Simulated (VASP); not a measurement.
# AgCl (I4/mmm) in VASP: further runs

Runs on AgCl. Level: PBEsol. Tasks: single point.

Program: VASP 6.6.1. These are calculated values, not measurements. Logs are shortened: lines on timing, memory, paths and dates and some standing lists are left out, and cuts for length are marked.

## 1. The cell of the first run

Symmetry: I4/mmm, No. 139, tetragonal system. Conventional cell: a = 3.922 Å, b = 3.922 Å, c = 5.657 Å, α = 90.00°, β = 90.00°, γ = 90.00°. Within 3.7 Å of Ag (site symmetry 4/mmm) lie 6 Cl at 2.77 to 2.83 Å. Cl (site symmetry 4/mmm) has 6 Ag at 2.77 to 2.83 Å within 3.7 Å.

## 2. Single point, PBEsol (zz strain of +2 %)

The input, INCAR:

```
PREC = Accurate ; ENCUT = 520
EDIFF = 1E-6 ; ISMEAR = -1
SIGMA = 0.01 ; LREAL = F
LASPH = T ; NELM = 100
ALGO = Normal ; ISIF = 2
LWAVE = F ; LCHARG = F
GGA = PS ; NBANDS = 16
```

The input, KPOINTS:

```
regular mesh
0
Gamma
  9 9 9
```

The input, POSCAR:

```
AgCl
1.0
    0.0000000000      2.7731500000      2.8286130000
    2.7731500000      0.0000000000      2.8286130000
    2.7731500000      2.7731500000      0.0000000000
Ag Cl
1 1
Direct
    0.5000000000      0.5000000000      0.5000000000
    0.0000000000      0.0000000000      0.0000000000
```

Potentials or basis: VASP PAW PBE potentials, release 64 (Ag, Cl).

Run with:

```sh
$ cat potpaw_PBE.64/Ag/POTCAR potpaw_PBE.64/Cl/POTCAR > POTCAR
$ mpirun -np 1 vasp_std > vasp.out
```

OUTCAR:

```text
PREC = Accurate
   ENCUT = 520
   EDIFF = 1E-6
   ISMEAR = -1
   LREAL = F
   LASPH = T
   NELM = 100
   ISIF = 2
   GGA = PS

 ion  position               nearest neighbor table
   1  0.500  0.500  0.500-   2 2.77   2 2.77   2 2.77   2 2.77   2 2.83   2 2.83
   2  0.000  0.000  0.000-   1 2.77   1 2.77   1 2.77   1 2.77   1 2.83   1 2.83

  LATTYP: Found a body centered tetragonal cell.
 ALAT       =     3.9218263405
 C/A-ratio  =     1.4424978336

  Lattice vectors:

 A1 = (  -2.7731500000,   0.0000000000,   2.8286130000)
 A2 = (   2.7731500000,   0.0000000000,   2.8286130000)
 A3 = (   0.0000000000,   2.7731500000,  -2.8286130000)

Analysis of symmetry for initial positions (statically):
=====================================================================
 Subroutine PRICEL returns:
 Original cell was already a primitive cell.

 Routine SETGRP: Setting up the symmetry group for a
 body centered tetragonal supercell.

 Subroutine GETGRP returns: Found 16 space group operations
 (whereof 16 operations were pure point group operations)
 out of a pool of 16 trial point group operations.

The static configuration has the point symmetry D_4h.

Analysis of symmetry for dynamics (positions and initial velocities):
=====================================================================
 Subroutine PRICEL returns:
 Original cell was already a primitive cell.

 Routine SETGRP: Setting up the symmetry group for a
 body centered tetragonal supercell.

 Subroutine GETGRP returns: Found 16 space group operations
 (whereof 16 operations were pure point group operations)
 out of a pool of 16 trial point group operations.

The dynamic configuration has the point symmetry D_4h.

 Subroutine INISYM returns: Found 16 space group operations
 (whereof 16 operations are pure point group operations),
 and found     1 'primitive' translations

----------------------------------------------------------------------------------------

                                     Primitive cell

  volume of cell :      43.5061

  direct lattice vectors                    reciprocal lattice vectors
     0.000000000  2.773150000  2.828613000    -0.180300380  0.180300380  0.176765079
[... 76 lines left out ...]
 SYSTEM =  unknown system
   PREC   = accura    normal or accurate (medium, high low for compatibility)
   ISTART =      0    job   : 0-new  1-cont  2-samecut
   ICHARG =      2    charge: 1-file 2-atom 10-const
   ISPIN  =      1    spin polarized calculation?
   LNONCOLLINEAR =      F non collinear calculations
   LSORBIT =      F    spin-orbit coupling
   LASPH  =      T    aspherical Exc in radial PAW
   ENCUT  =  520.0 eV  38.22 Ry    6.18 a.u.   7.37  7.37  7.29*2*pi/ulx,y,z
   NELM   =    100;   NELMIN=  2; NELMDL= -5     # of ELM steps
   EDIFF  = 0.1E-05   stopping-criterion for ELM
   LREAL  =      F    real-space projection
   EDIFFG = 0.1E-04   stopping-criterion for IOM
   NSW    =      0    number of steps for IOM
   IBRION =     -1    ionic relax: 0-MD 1-quasi-New 2-CG
   NFREE  =      0    steps in history (QN), initial steepest desc. (CG)
   ISIF   =      2    stress and relaxation
   ISYM   =      2    0-nonsym 1-usesym 2-fastsym
   POTIM  = 0.5000    time-step for ionic-motion
   TEBEG  =    0.0;   TEEND  =   0.0 temperature during run
   PSTRESS=    0.0 pullay stress
   NELECT =      18.0000    total number of electrons
   NUPDOWN=      -1.0000    fix difference up-down
   EMIN   =  10.00;   EMAX   =-10.00  energy-range for DOS
   EFERMI =   0.00;   METHOD = LEGACY
   ISMEAR =    -1;   SIGMA  =   0.01  broadening in eV -4-tet -1-fermi 0-gaus
   EFERMI_NEDOS =   21; number of points for ismear=-14 and -15
   IALGO  =     38    algorithm
   IMIX   =      4    mixing-type and parameters
     AMIX     =   0.40;   BMIX     =  1.00
     AMIX_MAG =   1.60;   BMIX_MAG =  1.00
  volume/ion in A,a.u.               =      21.75       146.80
  Fermi-wavevector in a.u.,A,eV,Ry     =   1.219876  2.305231 20.246785  1.488097
  Thomas-Fermi vector in A             =   2.355113
   LORBIT       =      0    0 simple, 1 ext, 2 COOP (PROOUT), +10 PAW based schemes
   GGA     = PS    functional components
   LHFCALC =     F    Hartree Fock is set to
   AEXX    =    0.0000 exact exchange contribution
   IVDW    =     0    specifies the selected vdW correction
   LEPSILON=     F    determine dielectric tensor
   LRPA    =     F    only Hartree local field effects (RPA)
 non-spin polarized calculation
  energy-cutoff  :      520.00
  volume of cell :       43.51
 maximum number of plane-waves:      1195
 NGX is ok and might be reduce to    30
   NGX = 15   NGY = 15   NGZ = 15

 number of electron      17.9999999 magnetization

 Free energy of the ion-electron system (eV)
  ---------------------------------------------------
  ext. energy  EPLUGINS =         0.00000000
  ---------------------------------------------------
  free energy    TOTEN  =        -6.02473019 eV

  energy without entropy =       -6.02473019  energy(sigma->0) =       -6.02473019

 E-fermi :   3.6912     XC(G=0): -10.1117

 val. band max:        3.4789490033   @ k =   0.4444   0.0000   0.0000
 cond. band min:       4.2040142312   @ k =   0.0000   0.0000   0.0000
 fundamental gap:      0.7250652279
 Fermi energy:         3.6912314338

 k-point     1 :       0.0000    0.0000    0.0000
  band No.  band energies     occupation
      1     -11.5482      2.00000
      2       1.0362      2.00000
      3       1.0838      2.00000
      4       1.0838      2.00000
      5       1.1030      2.00000
      6       1.1082      2.00000
[... 433 lines left out ...]
      3       0.4931      2.00000
      4       0.4931      2.00000
      5       0.7400      2.00000
      6       1.2674      2.00000
[... 8 lines left out ...]
     15      18.8136      0.00000
     16      18.8138      0.00000

 [... further k-points ...]
[... 5 lines left out ...]
  --------------------------------------------------------------------------------------
  -------------------------------------------------------------------------------------
  Total       -0.9324446     -0.9324446     -0.9748827      0.0000000      0.0000000     -0.0000000
  in kB      -34.3386611    -34.3386611    -35.9015069      0.0000000      0.0000000     -0.0000000
  external PRESSURE =     -34.8596097 kB  Pullay stress =       0.0000000 kB

 VOLUME and BASIS-vectors are now :
 -----------------------------------------------------------------------------
  energy-cutoff  :      520.00
  volume of cell :       43.51
      direct lattice vectors                 reciprocal lattice vectors
     0.000000000  2.773150000  2.828613000    -0.180300380  0.180300380  0.176765079
     2.773150000  0.000000000  2.828613000     0.180300380 -0.180300380  0.176765079
     2.773150000  2.773150000  0.000000000     0.180300380  0.180300380 -0.176765079

 POSITION                                       TOTAL-FORCE (eV/Angst)
 -----------------------------------------------------------------------------------
      2.77315      2.77315      2.82861        -0.000000      0.000000      0.000000
      0.00000      0.00000      0.00000         0.000000      0.000000     -0.000000
 -----------------------------------------------------------------------------------
    total drift:                                0.000000      0.000000      0.000000

  FREE ENERGIE OF THE ION-ELECTRON SYSTEM (eV)
  ---------------------------------------------------
  free  energy   TOTEN  =        -6.0247301928 eV

  energy  without entropy=       -6.0247301928  energy(sigma->0) =       -6.02473019
```

stdout:

```text
POSCAR found type information on POSCAR AgCl
 POSCAR found :  2 types and       2 ions
 scaLAPACK will be used
 -----------------------------------------------------------------------------
|                                                                             |
|                                                                             |
|     You enforced a specific xc type in the INCAR file but a different       |
|     I HOPE YOU KNOW WHAT YOU ARE DOING!                                     |
|                                                                             |
 -----------------------------------------------------------------------------

 LDA part: xc-table for (Slater+PW92), standard interpolation
 POSCAR, INCAR and KPOINTS ok, starting setup
 FFT: planning ... GRIDC
 FFT: planning ... GRID_SOFT
 FFT: planning ... GRID
 WAVECAR not read
 entering main loop
```

Run time: 44 s. Hardware: 1 thread of Intel Xeon Platinum 8259CL at 2.50GHz (Skylake/Cascade Lake), shared host; peak memory 0.2 GiB.

What came out:

```
Free energy            : -6.0247 eV
Pressure               : -3.5 GPa
Band gap on the k mesh : 0.73 eV, indirect (least direct gap 2.94 eV)
```

Caveat: the cell differs from its parent crystal (zz strain of +2 %); the PAW data sets were made with another functional, which shifts forces and pressure a little. A k mesh can miss the band edges.

## 3. Single point, PBEsol (equal xx and yy strain of +1 %)

The input, INCAR:

```
ALGO     = Normal         # electronic algorithm
EDIFF    = 1E-6           # SCF threshold, eV
ENCUT    = 520            # plane-wave cutoff, eV
GGA      = PS             # functional
ISIF     = 2              # what is computed and relaxed
ISMEAR   = -1             # smearing method
LASPH    = True           # aspherical terms in the spheres
LCHARG   = False          # write CHGCAR
LREAL    = False          # projectors in reciprocal space
LWAVE    = False          # write WAVECAR
NBANDS   = 16             # bands
NELM     = 60             # most SCF steps
PREC     = Accurate       # precision mode
SIGMA    = 0.01           # smearing width, eV
```

The input, KPOINTS:

```
k-points
0
Gamma
  9 9 9
```

The input, POSCAR:

```
AgCl
1.0
    0.0000000000      2.8008815000      2.7731500000
    2.8008815000      0.0000000000      2.7731500000
    2.8008815000      2.8008815000      0.0000000000
Ag Cl
1 1
Direct
    0.5000000000      0.5000000000      0.5000000000
    0.0000000000      0.0000000000      0.0000000000
```

Potentials or basis: VASP PAW PBE potentials, release 64 (Ag, Cl).

Run with:

```sh
$ cat potpaw_PBE.64/Ag/POTCAR potpaw_PBE.64/Cl/POTCAR > POTCAR
$ mpirun -np 1 vasp_std > vasp.out
```

It took 42 s on 1 thread of Intel Xeon Platinum 8259CL at 2.50GHz (Skylake/Cascade Lake), shared host; peak memory 0.2 GiB.

It converged, with:

```yaml
Free_energy: -6.0248 eV
Pressure: -3.5 GPa
Band_gap_on_the_k_mesh: 0.75 eV, indirect (least direct gap 2.94 eV)
```

Stress tensor (GPa, compression positive):
```
-3.54  0.00  0.00
 0.00 -3.54  0.00
 0.00  0.00 -3.46
```

Levels at points of the mesh, in eV from the valence-band top:
```tsv
k point	band 6	band 7	band 8	band 9	band 10	band 11	band 12	band 13
(0.00, 0.00, 0.00)	-2.34	-2.26	-2.22	-2.22	0.75	10.76	10.76	10.79
```

Caveat: the cell differs from its parent crystal (equal xx and yy strain of +1 %); the PAW data sets were made with another functional, which shifts forces and pressure a little. A k mesh can miss the band edges.

## 4. Single point, PBEsol (equal xx and yy strain of +2 %)

The input, INCAR:

```
PREC = Accurate
ENCUT = 520
EDIFF = 1E-6
ISMEAR = -1
SIGMA = 0.01
LREAL = F
LASPH = T
NELM = 100
ALGO = Normal
ISIF = 2
LWAVE = F
LCHARG = T
GGA = PS
LELF = T
LVHAR = T
NBANDS = 16
```

The input, KPOINTS:

```
regular mesh
0
Gamma
  9 9 9
```

The input, POSCAR:

```
AgCl
1.0
    0.0000000000      2.8286130000      2.7731500000
    2.8286130000      0.0000000000      2.7731500000
    2.8286130000      2.8286130000      0.0000000000
Ag Cl
1 1
Direct
    0.5000000000      0.5000000000      0.5000000000
    0.0000000000      0.0000000000      0.0000000000
```

Run with:

```sh
$ cat potpaw_PBE.64/Ag/POTCAR potpaw_PBE.64/Cl/POTCAR > POTCAR
$ mpirun -np 1 vasp_std > vasp.out
```

Wall time 40 s (1 thread of Intel Xeon Platinum 8259CL at 2.50GHz (Skylake/Cascade Lake), shared host); peak memory 0.2 GiB.

The run converged. Its results:

```
Free energy            : -6.0043 eV
Pressure               : -4.2 GPa
Band gap on the k mesh : 0.73 eV, indirect (least direct gap 2.88 eV)
```

Levels at points of the mesh, in eV from the valence-band top:
```tsv
k point	band 5	band 6	band 7	band 8	band 9	band 10	band 11	band 12	band 13	band 14
(0.00, 0.00, 0.00)	-2.30	-2.29	-2.23	-2.16	-2.16	0.73	10.73	10.73	10.79	12.13
```

Caveat: the cell differs from its parent crystal (equal xx and yy strain of +2 %); the PAW data sets were made with another functional, which shifts forces and pressure a little. A k mesh can miss the band edges.

## 5. Overview

```tsv
cell	gap on the mesh (eV)	pressure (GPa)
a = 3.961, b = 3.961, c = 3.922 Å, angles 60.3, 60.3, 59.3°, 2 atoms	0.73	-3.5
a = 3.941, b = 3.941, c = 3.961 Å, angles 59.8, 59.8, 60.3°, 2 atoms	0.75	-3.5
a = 3.961, b = 3.961, c = 4.000 Å, angles 59.7, 59.7, 60.7°, 2 atoms	0.73	-4.2
```

Alike in all rows: task single point; level PBEsol; potentials or basis VASP PAW PBE potentials, release 64 (Ag, Cl); no spin polarisation; k mesh 9 × 9 × 9; cutoff (eV) 520; smearing fermi-dirac 0.01 eV.

Caveats: the PAW data sets were made with another functional, which shifts forces and pressure a little.

Total energies depend on the potentials used, so only differences within one code and one set of settings carry meaning.
